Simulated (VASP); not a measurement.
# AlCo in VASP: a series of runs, part 2 of 2

VASP 6.6.1. Earlier steps stand in the parts before.

### Step 4. Single point, PBE, collinear spin, ferromagnetic start (volume scaled by 0.94)

Contents of INCAR:

```
SYSTEM = AlCo
PREC = Accurate
ENCUT = 520
EDIFF = 1E-6
ISMEAR = -1
SIGMA = 0.05
LREAL = .False.
LASPH = .True.
NELM = 150
ALGO = Normal
ISIF = 2
LWAVE = .False.
LCHARG = .True.
ISPIN = 2
MAGMOM = 2 0
LORBIT = 11
LMAXMIX = 4
GGA = PE
LELF = .True.
LVHAR = .True.
NBANDS = 17
```

Contents of KPOINTS:

```
Automatic mesh
0
Gamma
  9 9 9
  0 0 0
```

Contents of POSCAR:

```
AlCo
1.0
    2.7618482194      0.0000000000      0.0000000000
    0.0000000000      2.7618482194      0.0000000000
    0.0000000000      0.0000000000      2.7618482194
Co Al
1 1
Direct
    0.5000000000      0.5000000000      0.5000000000
    0.0000000000      0.0000000000      0.0000000000
```

Potentials or basis: VASP PAW PBE potentials, release 64 (Co, Al).

Started as:

```
$ cat potpaw_PBE.64/Co/POTCAR potpaw_PBE.64/Al/POTCAR > POTCAR
$ mpirun -np 1 vasp_std > vasp.out
```

OUTCAR:

```text
SYSTEM = AlCo
   PREC = Accurate
   ENCUT = 520
   EDIFF = 1E-6
   ISMEAR = -1
   LREAL = .False.
   LASPH = .True.
   NELM = 150
   ISIF = 2
   ISPIN = 2
   LORBIT = 11
   GGA = PE

 ion  position               nearest neighbor table
   1  0.500  0.500  0.500-   2 2.39   2 2.39   2 2.39   2 2.39   2 2.39   2 2.39   2 2.39   2 2.39

   2  0.000  0.000  0.000-   1 2.39   1 2.39   1 2.39   1 2.39   1 2.39   1 2.39   1 2.39   1 2.39

  LATTYP: Found a simple cubic cell.
 ALAT       =     2.7618482194

  Lattice vectors:

 A1 = (   2.7618482194,   0.0000000000,   0.0000000000)
 A2 = (   0.0000000000,   2.7618482194,   0.0000000000)
 A3 = (   0.0000000000,   0.0000000000,   2.7618482194)

Analysis of symmetry for initial positions (statically):
=====================================================================
 Subroutine PRICEL returns:
 Original cell was already a primitive cell.

 Routine SETGRP: Setting up the symmetry group for a
 simple cubic supercell.

 Subroutine GETGRP returns: Found 48 space group operations
 (whereof 48 operations were pure point group operations)
 out of a pool of 48 trial point group operations.

The static configuration has the point symmetry O_h .

Analysis of symmetry for dynamics (positions and initial velocities):
=====================================================================
 Subroutine PRICEL returns:
 Original cell was already a primitive cell.

 Routine SETGRP: Setting up the symmetry group for a
 simple cubic supercell.

 Subroutine GETGRP returns: Found 48 space group operations
 (whereof 48 operations were pure point group operations)
 out of a pool of 48 trial point group operations.

The dynamic configuration has the point symmetry O_h .

Analysis of structural, dynamic, and magnetic symmetry:
=====================================================================
 Subroutine PRICEL returns:
 Original cell was already a primitive cell.

 Routine SETGRP: Setting up the symmetry group for a
 simple cubic supercell.

 Subroutine GETGRP returns: Found 48 space group operations
 (whereof 48 operations were pure point group operations)
 out of a pool of 48 trial point group operations.

The overall configuration has the point symmetry O_h .

 Subroutine INISYM returns: Found 48 space group operations
 (whereof 48 operations are pure point group operations),
 and found     1 'primitive' translations

----------------------------------------------------------------------------------------

                                     Primitive cell

  volume of cell :      21.0668

  direct lattice vectors                    reciprocal lattice vectors
     2.761848219  0.000000000  0.000000000     0.362076378  0.000000000  0.000000000
     0.000000000  2.761848219  0.000000000     0.000000000  0.362076378  0.000000000
     0.000000000  0.000000000  2.761848219     0.000000000  0.000000000  0.362076378

  length of vectors
     2.761848219  2.761848219  2.761848219     0.362076378  0.362076378  0.362076378

  position of ions in fractional coordinates (direct lattice)
     0.500000000  0.500000000  0.500000000
     0.000000000  0.000000000  0.000000000

[... 68 lines left out ...]
   ISTART =      0    job   : 0-new  1-cont  2-samecut
   ICHARG =      2    charge: 1-file 2-atom 10-const
   ISPIN  =      2    spin polarized calculation?
   LNONCOLLINEAR =      F non collinear calculations
   LSORBIT =      F    spin-orbit coupling
   LASPH  =      T    aspherical Exc in radial PAW
   ENCUT  =  520.0 eV  38.22 Ry    6.18 a.u.   5.14  5.14  5.14*2*pi/ulx,y,z
   NELM   =    150;   NELMIN=  2; NELMDL= -5     # of ELM steps
   EDIFF  = 0.1E-05   stopping-criterion for ELM
   LREAL  =      F    real-space projection
   EDIFFG = 0.1E-04   stopping-criterion for IOM
   NSW    =      0    number of steps for IOM
   IBRION =     -1    ionic relax: 0-MD 1-quasi-New 2-CG
   NFREE  =      0    steps in history (QN), initial steepest desc. (CG)
   ISIF   =      2    stress and relaxation
   ISYM   =      2    0-nonsym 1-usesym 2-fastsym
   POTIM  = 0.5000    time-step for ionic-motion
   TEBEG  =    0.0;   TEEND  =   0.0 temperature during run
   PSTRESS=    0.0 pullay stress
   NELECT =      12.0000    total number of electrons
   NUPDOWN=      -1.0000    fix difference up-down
   EMIN   =  10.00;   EMAX   =-10.00  energy-range for DOS
   EFERMI =   0.00;   METHOD = LEGACY
   ISMEAR =    -1;   SIGMA  =   0.05  broadening in eV -4-tet -1-fermi 0-gaus
   EFERMI_NEDOS =   21; number of points for ismear=-14 and -15
   IALGO  =     38    algorithm
   IMIX   =      4    mixing-type and parameters
     AMIX     =   0.40;   BMIX     =  1.00
     AMIX_MAG =   1.60;   BMIX_MAG =  1.00
  volume/ion in A,a.u.               =      10.53        71.08
  Fermi-wavevector in a.u.,A,eV,Ry     =   1.357070  2.564490 25.057003  1.841638
  Thomas-Fermi vector in A             =   2.484019
   LORBIT       =     11    0 simple, 1 ext, 2 COOP (PROOUT), +10 PAW based schemes
   GGA     = PE    functional components
   LHFCALC =     F    Hartree Fock is set to
   AEXX    =    0.0000 exact exchange contribution
   IVDW    =     0    specifies the selected vdW correction
   LEPSILON=     F    determine dielectric tensor
   LRPA    =     F    only Hartree local field effects (RPA)
 spin polarized calculation
  energy-cutoff  :      520.00
  volume of cell :       21.07
 maximum number of plane-waves:       587
 NGX is ok and might be reduce to    24
   NGX = 11   NGY = 11   NGZ = 11

 number of electron      12.0000002 magnetization      -0.0001222

 number of electron      12.0000002 magnetization       0.0002343

 Free energy of the ion-electron system (eV)
  ---------------------------------------------------
  ext. energy  EPLUGINS =         0.00000000
  ---------------------------------------------------
  free energy    TOTEN  =       -11.86676315 eV

  energy without entropy =      -11.86315533  energy(sigma->0) =      -11.86495924

 E-fermi :  11.9038     XC(G=0): -12.7314

 val. band max:       11.8452686515   @ k =   0.4444   0.4444   0.1111
 cond. band min:      12.0372452420   @ k =   0.4444   0.3333   0.0000
 fundamental gap:      0.1919765905
 Fermi energy:        11.9037993889

 spin component 1

 k-point     1 :       0.0000    0.0000    0.0000
  band No.  band energies     occupation
      1       0.1661      1.00000
      2       8.4878      1.00000
      3       8.4878      1.00000
      4      10.9402      1.00000
      5      10.9402      1.00000
      6      10.9402      1.00000
[... 459 lines left out ...]
      6      10.5184      1.00000
[... 9 lines left out ...]
     16      34.7599      0.00000
     17      36.2946      0.00000

 [... further k-points ...]

 spin component 2

 k-point     1 :       0.0000    0.0000    0.0000
  band No.  band energies     occupation
      1       0.1659      1.00000
      2       8.4883      1.00000
      3       8.4883      1.00000
      4      10.9403      1.00000
      5      10.9403      1.00000
      6      10.9403      1.00000
[... 459 lines left out ...]
      6      10.5185      1.00000
[... 9 lines left out ...]
     16      34.7599      0.00000
     17      36.2946      0.00000

 [... further k-points ...]

------------------------ aborting loop because EDIFF is reached ----------------------------------------

  FORCE on cell =-STRESS in cart. coord.  units (eV):
  Direction    XX          YY          ZZ          XY          YZ          ZX
  --------------------------------------------------------------------------------------
  -------------------------------------------------------------------------------------
  Total        2.7751261      2.7751261      2.7751261     -0.0000000     -0.0000000      0.0000000
  in kB      211.0541452    211.0541452    211.0541452     -0.0000000     -0.0000000      0.0000000
  external PRESSURE =     211.0541452 kB  Pullay stress =       0.0000000 kB

 VOLUME and BASIS-vectors are now :
 -----------------------------------------------------------------------------
  energy-cutoff  :      520.00
  volume of cell :       21.07
      direct lattice vectors                 reciprocal lattice vectors
     2.761848219  0.000000000  0.000000000     0.362076378  0.000000000  0.000000000
     0.000000000  2.761848219  0.000000000     0.000000000  0.362076378  0.000000000
     0.000000000  0.000000000  2.761848219     0.000000000  0.000000000  0.362076378

 POSITION                                       TOTAL-FORCE (eV/Angst)
 -----------------------------------------------------------------------------------
      1.38092      1.38092      1.38092         0.000000      0.000000      0.000000
      0.00000      0.00000      0.00000         0.000000      0.000000      0.000000
 -----------------------------------------------------------------------------------
    total drift:                                0.000000     -0.000000     -0.000000

  FREE ENERGIE OF THE ION-ELECTRON SYSTEM (eV)
  ---------------------------------------------------
  free  energy   TOTEN  =       -11.8667631547 eV

  energy  without entropy=      -11.8631553322  energy(sigma->0) =      -11.86495924

 total charge

# of ion       s       p       d       tot
------------------------------------------
    1        0.472   0.590   7.583   8.645
    2        0.408   0.474   0.000   0.882
--------------------------------------------------
tot          0.880   1.064   7.583   9.527

 magnetization (x)

# of ion       s       p       d       tot
------------------------------------------
    1       -0.000  -0.000   0.000   0.000
    2       -0.000  -0.000   0.000  -0.000
--------------------------------------------------
tot         -0.000  -0.000   0.000   0.000
```

It took 16 s on 1 thread of Intel Xeon Platinum 8375C at 2.90GHz (Ice Lake), shared host; peak memory 0.16 GiB.

Results:

```
Free energy                                           : -11.8668 eV
Pressure                                              : 21.1 GPa
Band gap on the k mesh                                : zero (filled and empty bands overlap)
Net moment                                            : 0.00 μB per cell
Valence electrons inside the program's atomic spheres : Co 8.64; Al 0.88
```

Caveat: the starting moments collapsed, and a magnetic state may lie lower.

### Step 5. Single point, PBE, collinear spin, ferromagnetic start (volume scaled by 0.98)

Contents of INCAR:

```
SYSTEM = AlCo
PREC     = Accurate       ! precision mode
ENCUT    = 520            ! plane-wave cutoff, eV
EDIFF    = 1E-7           ! SCF threshold, eV
ISMEAR   = -1             ! smearing method
SIGMA    = 0.05           ! smearing width, eV
LREAL    = .False.        ! projectors in reciprocal space
LASPH    = .True.         ! aspherical terms in the spheres
NELM     = 150            ! most SCF steps
ALGO     = Normal         ! electronic algorithm
ISIF     = 2              ! what is computed and relaxed
LWAVE    = .False.        ! write WAVECAR
LCHARG   = .True.         ! write CHGCAR
ISPIN    = 2              ! spin polarisation
MAGMOM   = 2 0            ! initial moments
LORBIT   = 11             ! projections on sites
LMAXMIX  = 4              ! l up to which the mixer works
GGA      = PE             ! functional
LELF     = .True.         ! ELF
LVHAR    = .True.       
NBANDS   = 17             ! bands
```

KPOINTS is that of step 4.

Contents of POSCAR:

```
AlCo
1.0
    2.8004804707      0.0000000000      0.0000000000
    0.0000000000      2.8004804707      0.0000000000
    0.0000000000      0.0000000000      2.8004804707
Co Al
1 1
Direct
    0.5000000000      0.5000000000      0.5000000000
    0.0000000000      0.0000000000      0.0000000000
```

Started as:

```
$ cat potpaw_PBE.64/Co/POTCAR potpaw_PBE.64/Al/POTCAR > POTCAR
$ mpirun -np 1 vasp_std > vasp.out
```

Wall time 18 s (1 thread of Intel Xeon Platinum 8375C at 2.90GHz (Ice Lake), shared host); peak memory 0.16 GiB.

The run converged. Its results:

| Item | Value |
| --- | --- |
| Free energy | -11.9552 eV |
| Pressure | 10.9 GPa |
| Band gap on the k mesh | zero (filled and empty bands overlap) |
| Net moment | 0.00 μB per cell |
| Valence electrons inside the program's atomic spheres | Co 8.55; Al 0.85 |

Levels at points of the mesh, in eV from the Fermi level:
Spin up:
```csv
k point,band 3,band 4,band 5,band 6,band 7,band 8,band 9,band 10
"(0.00, 0.00, 0.00)",-3.20,-0.90,-0.90,-0.90,6.24,6.24,6.24,8.95
```
Spin down:
| k point | band 4 | band 5 | band 6 | band 7 | band 8 | band 9 |
| --- | --- | --- | --- | --- | --- | --- |
| (0.00, 0.00, 0.00) | -0.90 | -0.90 | -0.90 | 6.24 | 6.24 | 6.24 |

Caveat: the starting moments collapsed, and a magnetic state may lie lower.

### Step 6. Single point, PBE, collinear spin, ferromagnetic start (atoms moved at random)

Contents of INCAR:

```
SYSTEM = AlCo
ALGO = Fast ; EDIFF = 1E-6
ENCUT = 520 ; GGA = PE
ISIF = 2 ; ISMEAR = -1
ISPIN = 2 ; LASPH = .True.
LCHARG = .False. ; LMAXMIX = 4
LORBIT = 11 ; LREAL = .False.
LWAVE = .False. ; MAGMOM = 2 0
NBANDS = 17 ; NELM = 150
PREC = Accurate ; SIGMA = 0.05
```

Contents of KPOINTS:

```
k-points
0
Gamma
  9 9 9
  0 0 0
```

Contents of POSCAR:

```
AlCo
1.0
    2.8194032100      0.0000000000      0.0000000000
    0.0000000000      2.8194032100      0.0000000000
    0.0000000000      0.0000000000      2.8194032100
Co Al
1 1
Direct
    0.5188250000      0.4935050000      0.4987670000
   -0.0089450000     -0.0064180000     -0.0021340000
```

Potentials or basis: VASP PAW PBE potentials, release 64 (Co, Al).

Started as:

```
$ cat potpaw_PBE.64/Co/POTCAR potpaw_PBE.64/Al/POTCAR > POTCAR
$ mpirun -np 1 vasp_std > vasp.out
```

Run time: 2.5 min. Hardware: 1 thread of Intel Xeon Platinum 8375C at 2.90GHz (Ice Lake), shared host; peak memory 0.32 GiB.

It converged, with:

```yaml
Free_energy: -11.9543 eV
Pressure: 6.8 GPa
Largest_force: 0.644 eV/Å
Band_gap_on_the_k_mesh: zero (filled and empty bands overlap)
Net_moment: 0.00 μB per cell
Valence_electrons_inside_the_program's_atomic_spheres: Co 8.52; Al 0.84
```

Forces in eV/Å, atoms in the order of the input:
```
Co  -0.644  0.002 -0.021
Al   0.644 -0.002  0.021
```

Stress tensor (GPa, compression positive):
```
6.51 0.00 0.04
0.00 6.92 0.00
0.04 0.00 6.92
```

Levels at points of the mesh, in eV from the Fermi level:
Spin up:
| k point | band 3 | band 4 | band 5 | band 6 | band 7 | band 8 | band 9 | band 10 |
| --- | --- | --- | --- | --- | --- | --- | --- | --- |
| (0.00, 0.00, 0.00) | -3.10 | -0.88 | -0.88 | -0.88 | 6.14 | 6.14 | 6.14 | 8.88 |
Spin down:
| k point | band 4 | band 5 | band 6 | band 7 | band 8 | band 9 |
| --- | --- | --- | --- | --- | --- | --- |
| (0.00, 0.00, 0.00) | -0.88 | -0.88 | -0.88 | 6.14 | 6.14 | 6.14 |

Caveat: the cell differs from its parent crystal (atoms moved at random); the starting moments collapsed, and a magnetic state may lie lower.
